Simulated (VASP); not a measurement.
## Pt3Cl: single point with PBE

The system is Pt3Cl, a slab with vacuum.

```xyz
4
Lattice="2.8072 0.0000 0.0000 0.0000 2.8072 0.0000 0.0000 0.0000 19.3514" Properties=species:S:1:pos:R:3 pbc="T T T"
Pt    1.4036    1.4036    4.0000
Pt    0.0000    0.0000    5.9264
Pt    1.4036    1.6380    7.9605
Cl    1.4036    1.8714   10.2273
```

- Program: VASP 6.6.1
- Task: single point
- Functional: PBE
- Potentials or basis: VASP PAW PBE potentials, release 64 (Pt, Cl)
- Cutoff: 400 eV
- k mesh: 9 × 9 × 1
- Occupations: gaussian, width 0.1 eV
- Spin: no spin polarisation
- Dipole correction: yes
- Further INCAR settings: ALGO = Normal; EDIFF = 1e-06; NBANDS = 26; NELMDL = -8

```json
{
  "Largest force": "0.393 eV/Å",
  "Band gap on the k mesh": "zero (an odd number of electrons rules out a gap without spin polarisation)"
}
```

Forces in eV/Å, atoms in the order of the input:
```
Pt   0.000 -0.090 -0.063
Pt   0.000  0.381  0.094
Pt   0.000  0.004  0.000
Cl   0.000 -0.294 -0.032
```

Levels at points of the mesh, in eV from the Fermi level:
| k point | band 16 | band 17 | band 18 | band 19 | band 20 | band 21 | band 22 | band 23 |
| --- | --- | --- | --- | --- | --- | --- | --- | --- |
| (0.00, 0.00, 0.00) | -0.62 | -0.40 | -0.35 | 0.03 | 0.20 | 0.32 | 0.98 | 4.21 |

Wall time 71 s on 1 thread of AMD EPYC 9R45 96-Core Processor (Zen 5), on a shared host, peak memory 0.19 GiB.

Caveat: spin-orbit coupling is left out, which moves the levels of the heavy elements; an odd number of electrons without spin polarisation forces a metal; a magnetic or distorted state may lie lower.
